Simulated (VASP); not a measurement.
A run of VASP 6.6.1 is set up as follows.

Contents of INCAR:

```
ALGO = Normal
EDIFF = 1E-7
ENCUT = 520
ISIF = 2
ISMEAR = 0
LASPH = True
LCHARG = False
LREAL = False
LWAVE = False
NBANDS = 16
NELM = 80
PREC = Accurate
SIGMA = 0.1
```

File KPOINTS:

```
k-points
0
Gamma
  16 16 16
```

Contents of POSCAR:

```
GaP
1.0
   -2.2676029110      2.2676029110      1.2433286099
    2.2676029110     -2.2676029110      1.2433286099
    2.2676029110      2.2676029110     -1.2433286099
Ga P
1 1
Direct
    0.0000000000      0.0000000000      0.0000000000
    0.7500000000      0.2500000000      0.5000000000
```

Potentials or basis: VASP PAW LDA potentials, release 64 (Ga_d, P).

The run is started by

```console
$ cat potpaw_LDA.64/Ga_d/POTCAR potpaw_LDA.64/P/POTCAR > POTCAR
$ mpirun -np 1 vasp_std > vasp.out
```

(1) What does it give for the pressure?

(2) What does it give for the band gap on the k mesh?

## Answers

(1) 31.0 GPa.

(2) zero (bands 9 and 10 overlap by 6.93 eV).

Caveat: the cell stands under pressure.
